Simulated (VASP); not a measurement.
# PbF2 (Fluorocronite) (Fm-3m) in VASP: single point with PBE

Aim: the single point of PbF2 (Fluorocronite) with PBE.

Everything below comes from runs of VASP 6.6.1. Logs are shortened: lines on timing, memory, paths and dates and some standing lists are left out, and cuts for length are marked.

## 1. The cell of the first run

It takes space group Fm-3m (No. 225, cubic). The conventional cell has a = 5.927 Å, b = 5.927 Å, c = 5.927 Å, α = 90.00°, β = 90.00°, γ = 90.00°. Within 3.4 Å of Pb (site symmetry m-3m) lie 8 F at 2.57 Å. F (site symmetry -43m) has 4 Pb at 2.57 Å and 6 F at 2.96 Å within 3.4 Å.

## 2. Single point, PBE

INCAR

```
PREC = Accurate
ENCUT = 520
EDIFF = 1E-6
ISMEAR = 0
SIGMA = 0.01
LREAL = False
LASPH = True
NELM = 100
ALGO = Normal
ISIF = 2
LWAVE = False
LCHARG = False
GGA = PE
NBANDS = 21
```

KPOINTS

```
Automatic mesh
0
Gamma
  6 6 6
```

POSCAR

```
PbF2
1.0
    0.0000000000      2.9636600000      2.9636600000
    2.9636600000      0.0000000000      2.9636600000
    2.9636600000      2.9636600000      0.0000000000
Pb F
1 2
Direct
    0.0000000000      0.0000000000      0.0000000000
    0.2500000000      0.2500000000      0.2500000000
    0.7500000000      0.7500000000      0.7500000000
```

Potentials or basis: VASP PAW PBE potentials, release 64 (Pb_d, F).

Started as:

```sh
> cat potpaw_PBE.64/Pb_d/POTCAR potpaw_PBE.64/F/POTCAR > POTCAR
> mpirun -np 1 vasp_std > vasp.out
```

OUTCAR:

```text
PREC = Accurate
   ENCUT = 520
   EDIFF = 1E-6
   ISMEAR = 0
   LREAL = False
   LASPH = True
   NELM = 100
   ISIF = 2
   GGA = PE

 ion  position               nearest neighbor table
   1  0.000  0.000  0.000-   3 2.57   3 2.57   3 2.57   2 2.57   2 2.57   2 2.57   3 2.57   2 2.57

   2  0.250  0.250  0.250-   1 2.57   1 2.57   1 2.57   1 2.57
   3  0.750  0.750  0.750-   1 2.57   1 2.57   1 2.57   1 2.57

  LATTYP: Found a face centered cubic cell.
 ALAT       =     5.9273200000

  Lattice vectors:

 A1 = (   0.0000000000,   2.9636600000,   2.9636600000)
 A2 = (   2.9636600000,   0.0000000000,   2.9636600000)
 A3 = (   2.9636600000,   2.9636600000,   0.0000000000)

Analysis of symmetry for initial positions (statically):
=====================================================================
 Subroutine PRICEL returns:
 Original cell was already a primitive cell.

 Routine SETGRP: Setting up the symmetry group for a
 face centered cubic supercell.

 Subroutine GETGRP returns: Found 48 space group operations
 (whereof 48 operations were pure point group operations)
 out of a pool of 48 trial point group operations.

The static configuration has the point symmetry O_h .

Analysis of symmetry for dynamics (positions and initial velocities):
=====================================================================
 Subroutine PRICEL returns:
 Original cell was already a primitive cell.

 Routine SETGRP: Setting up the symmetry group for a
 face centered cubic supercell.

 Subroutine GETGRP returns: Found 48 space group operations
 (whereof 48 operations were pure point group operations)
 out of a pool of 48 trial point group operations.

The dynamic configuration has the point symmetry O_h .

 Subroutine INISYM returns: Found 48 space group operations
 (whereof 48 operations are pure point group operations),
 and found     1 'primitive' translations

----------------------------------------------------------------------------------------

                                     Primitive cell

  volume of cell :      52.0613

  direct lattice vectors                    reciprocal lattice vectors
     0.000000000  2.963660000  2.963660000    -0.168710311  0.168710311  0.168710311
     2.963660000  0.000000000  2.963660000     0.168710311 -0.168710311  0.168710311
     2.963660000  2.963660000  0.000000000     0.168710311  0.168710311 -0.168710311

  length of vectors
     4.191248166  4.191248166  4.191248166     0.292214830  0.292214830  0.292214830

  position of ions in fractional coordinates (direct lattice)
     0.000000000  0.000000000  0.000000000
     0.250000000  0.250000000  0.250000000
     0.750000000  0.750000000  0.750000000

  ion indices of the primitive-cell ions
   primitive index   ion index
                 1           1
                 2           2
                 3           3

----------------------------------------------------------------------------------------

 KPOINTS: Automatic mesh

Automatic generation of k-mesh.
 Grid dimensions read from file:
 generate k-points for:    6    6    6

 Generating k-lattice:

  Cartesian coordinates                     Fractional coordinates (reciprocal lattice)
    -0.028118385  0.028118385  0.028118385     0.166666667  0.000000000  0.000000000
     0.028118385 -0.028118385  0.028118385     0.000000000  0.166666667  0.000000000
     0.028118385  0.028118385 -0.028118385     0.000000000  0.000000000  0.166666667

  Length of vectors
     0.048702472  0.048702472  0.048702472

  Shift w.r.t. Gamma in fractional coordinates (k-lattice)
     0.000000000  0.000000000  0.000000000

 Subroutine IBZKPT returns following result:
 ===========================================

 Found     16 irreducible k-points:

 Following reciprocal coordinates:
            Coordinates               Weight
  0.000000  0.000000  0.000000      1.000000
  0.166667  0.000000  0.000000      8.000000
  0.333333  0.000000  0.000000      8.000000
  0.500000  0.000000  0.000000      4.000000
  0.166667  0.166667  0.000000      6.000000
  0.333333  0.166667  0.000000     24.000000
[... 8 lines left out ...]
 -0.333333  0.333333  0.166667     24.000000
 -0.333333  0.500000  0.166667     12.000000
   k-points           NKPTS =     16   k-points in BZ     NKDIM =     16   number of bands    NBANDS=     21
   number of dos      NEDOS =    301   number of ions     NIONS =      3
   total plane-waves  NPLWV =  32768
   dimension x,y,z NGX =    32 NGY =   32 NGZ =   32
   dimension x,y,z NGXF=    64 NGYF=   64 NGZF=   64
   ions per type =               1   2
   NGX,Y,Z   is equivalent  to a cutoff of  12.69, 12.69, 12.69 a.u.
   NGXF,Y,Z  is equivalent  to a cutoff of  25.39, 25.39, 25.39 a.u.
 SYSTEM =  unknown system
   PREC   = accura    normal or accurate (medium, high low for compatibility)
   ISTART =      0    job   : 0-new  1-cont  2-samecut
   ICHARG =      2    charge: 1-file 2-atom 10-const
   ISPIN  =      1    spin polarized calculation?
   LNONCOLLINEAR =      F non collinear calculations
   LSORBIT =      F    spin-orbit coupling
   LASPH  =      T    aspherical Exc in radial PAW
   ENCUT  =  520.0 eV  38.22 Ry    6.18 a.u.   7.79  7.79  7.79*2*pi/ulx,y,z
   NELM   =    100;   NELMIN=  2; NELMDL= -5     # of ELM steps
   EDIFF  = 0.1E-05   stopping-criterion for ELM
   LREAL  =      F    real-space projection
   EDIFFG = 0.1E-04   stopping-criterion for IOM
   NSW    =      0    number of steps for IOM
   IBRION =     -1    ionic relax: 0-MD 1-quasi-New 2-CG
   NFREE  =      0    steps in history (QN), initial steepest desc. (CG)
   ISIF   =      2    stress and relaxation
   ISYM   =      2    0-nonsym 1-usesym 2-fastsym
   POTIM  = 0.5000    time-step for ionic-motion
   TEBEG  =    0.0;   TEEND  =   0.0 temperature during run
   PSTRESS=    0.0 pullay stress
   NELECT =      28.0000    total number of electrons
   NUPDOWN=      -1.0000    fix difference up-down
   EMIN   =  10.00;   EMAX   =-10.00  energy-range for DOS
   EFERMI =   0.00;   METHOD = LEGACY
   ISMEAR =     0;   SIGMA  =   0.01  broadening in eV -4-tet -1-fermi 0-gaus
   EFERMI_NEDOS =   21; number of points for ismear=-14 and -15
   IALGO  =     38    algorithm
   IMIX   =      4    mixing-type and parameters
     AMIX     =   0.40;   BMIX     =  1.00
     AMIX_MAG =   1.60;   BMIX_MAG =  1.00
  volume/ion in A,a.u.               =      17.35       117.11
  Fermi-wavevector in a.u.,A,eV,Ry     =   1.331340  2.515869 24.115883  1.772467
  Thomas-Fermi vector in A             =   2.460359
   LORBIT       =      0    0 simple, 1 ext, 2 COOP (PROOUT), +10 PAW based schemes
   GGA     = PE    functional components
   LHFCALC =     F    Hartree Fock is set to
   AEXX    =    0.0000 exact exchange contribution
   IVDW    =     0    specifies the selected vdW correction
   LEPSILON=     F    determine dielectric tensor
   LRPA    =     F    only Hartree local field effects (RPA)
 non-spin polarized calculation
 Gauss-broadening in eV      SIGMA  =   0.01
  energy-cutoff  :      520.00
  volume of cell :       52.06
 maximum number of plane-waves:      1420
   NGX = 15   NGY = 15   NGZ = 15

 number of electron      28.0000005 magnetization

 Free energy of the ion-electron system (eV)
  ---------------------------------------------------
  ext. energy  EPLUGINS =         0.00000000
  ---------------------------------------------------
  free energy    TOTEN  =       -14.33409177 eV

  energy without entropy =      -14.33409177  energy(sigma->0) =      -14.33409177

 E-fermi :   1.9701     XC(G=0):  -9.4063

 val. band max:        1.8673447781   @ k =  -0.3333   0.3333   0.1667
 cond. band min:       6.3054186415   @ k =   0.5000   0.5000   0.0000
 fundamental gap:      4.4380738633
 Fermi energy:         1.9701278854

 k-point     1 :       0.0000    0.0000    0.0000
  band No.  band energies     occupation
      1     -19.2086      2.00000
      2     -18.5876      2.00000
      3     -12.5479      2.00000
      4     -12.5479      2.00000
      5     -12.5479      2.00000
      6     -12.4913      2.00000
[... 13 lines left out ...]
     20      17.0387      0.00000
     21      19.3976      0.00000

 k-point     2 :       0.1667    0.0000    0.0000
  band No.  band energies     occupation
      1     -19.1561      2.00000
      2     -18.6353      2.00000
      3     -12.5380      2.00000
      4     -12.5380      2.00000
      5     -12.4935      2.00000
      6     -12.4904      2.00000
[... 13 lines left out ...]
     20      16.4068      0.00000
     21      18.4121      0.00000

 k-point     3 :       0.3333    0.0000    0.0000
  band No.  band energies     occupation
      1     -19.0320      2.00000
      2     -18.7459      2.00000
      3     -12.5306      2.00000
      4     -12.5306      2.00000
      5     -12.4759      2.00000
      6     -12.4759      2.00000
[... 13 lines left out ...]
     20      15.8041      0.00000
     21      16.8287      0.00000

 k-point     4 :       0.5000    0.0000    0.0000
  band No.  band energies     occupation
      1     -18.9210      2.00000
      2     -18.8482      2.00000
      3     -12.5319      2.00000
      4     -12.5319      2.00000
      5     -12.4635      2.00000
      6     -12.4635      2.00000
[... 13 lines left out ...]
     20      15.6370      0.00000
     21      16.1381      0.00000

 k-point     5 :       0.1667    0.1667    0.0000
  band No.  band energies     occupation
      1     -19.1406      2.00000
      2     -18.6484      2.00000
      3     -12.5265      2.00000
      4     -12.5265      2.00000
      5     -12.4994      2.00000
      6     -12.4872      2.00000
[... 13 lines left out ...]
     20      17.2925      0.00000
     21      18.4252      0.00000
[... 190 lines left out ...]
     20      18.5814      0.00000
     21      19.1936      0.00000

 k-point    14 :       0.5000    0.3333    0.1667
  band No.  band energies     occupation
      1     -18.9631      2.00000
      2     -18.7996      2.00000
      3     -12.5124      2.00000
      4     -12.4882      2.00000
      5     -12.4867      2.00000
      6     -12.4424      2.00000
[... 13 lines left out ...]
     20      17.7935      0.00000
     21      18.5987      0.00000

 k-point    15 :      -0.3333    0.3333    0.1667
  band No.  band energies     occupation
      1     -18.8868      2.00000
      2     -18.8686      2.00000
      3     -12.5110      2.00000
      4     -12.4914      2.00000
      5     -12.4680      2.00000
      6     -12.4153      2.00000
[... 13 lines left out ...]
     20      18.4254      0.00000
     21      18.4622      0.00000

 k-point    16 :      -0.3333    0.5000    0.1667
  band No.  band energies     occupation
      1     -18.9020      2.00000
      2     -18.8485      2.00000
      3     -12.5169      2.00000
      4     -12.4768      2.00000
      5     -12.4600      2.00000
      6     -12.4262      2.00000
[... 13 lines left out ...]
     20      17.2349      0.00000
     21      18.5201      0.00000

------------------------ aborting loop because EDIFF is reached ----------------------------------------

  FORCE on cell =-STRESS in cart. coord.  units (eV):
  Direction    XX          YY          ZZ          XY          YZ          ZX
  --------------------------------------------------------------------------------------
  -------------------------------------------------------------------------------------
  Total        0.8065701      0.8065701      0.8065701     -0.0000000     -0.0000000      0.0000000
  in kB       24.8220468     24.8220468     24.8220468     -0.0000000     -0.0000000      0.0000000
  external PRESSURE =      24.8220468 kB  Pullay stress =       0.0000000 kB

 VOLUME and BASIS-vectors are now :
 -----------------------------------------------------------------------------
  energy-cutoff  :      520.00
  volume of cell :       52.06
      direct lattice vectors                 reciprocal lattice vectors
     0.000000000  2.963660000  2.963660000    -0.168710311  0.168710311  0.168710311
     2.963660000  0.000000000  2.963660000     0.168710311 -0.168710311  0.168710311
     2.963660000  2.963660000  0.000000000     0.168710311  0.168710311 -0.168710311

 POSITION                                       TOTAL-FORCE (eV/Angst)
 -----------------------------------------------------------------------------------
      0.00000      0.00000      0.00000         0.000000     -0.000000      0.000000
      1.48183      1.48183      1.48183         0.000000      0.000000      0.000000
      4.44549      4.44549      4.44549        -0.000000     -0.000000     -0.000000
 -----------------------------------------------------------------------------------
    total drift:                                0.000000     -0.000000      0.000000

  FREE ENERGIE OF THE ION-ELECTRON SYSTEM (eV)
  ---------------------------------------------------
  free  energy   TOTEN  =       -14.3340917685 eV

  energy  without entropy=      -14.3340917685  energy(sigma->0) =      -14.33409177
```

Wall time 11 s (1 thread of Intel Xeon Platinum 8488C (Sapphire Rapids), shared host); peak memory 0.18 GiB.

Results:

```yaml
Free_energy: -14.3341 eV
Pressure: 2.5 GPa
Band_gap_on_the_k_mesh: 4.44 eV, indirect (least direct gap 4.56 eV)
```

Levels at points of the mesh, in eV from the valence-band top:
| k point | band 11 | band 12 | band 13 | band 14 | band 15 | band 16 | band 17 | band 18 |
| --- | --- | --- | --- | --- | --- | --- | --- | --- |
| (0.00, 0.00, 0.00) | -2.45 | -1.96 | -1.96 | -1.96 | 6.80 | 6.80 | 6.80 | 10.66 |
| (0.50, 0.00, 0.00) | -2.66 | -2.12 | -2.12 | -0.01 | 5.05 | 7.69 | 7.69 | 13.24 |
| (0.50, 0.50, 0.00) | -1.53 | -1.53 | -1.53 | -0.12 | 4.44 | 7.92 | 7.92 | 8.98 |

Caveat: spin-orbit coupling is left out, which moves the levels of the heavy elements. A k mesh can miss the band edges.
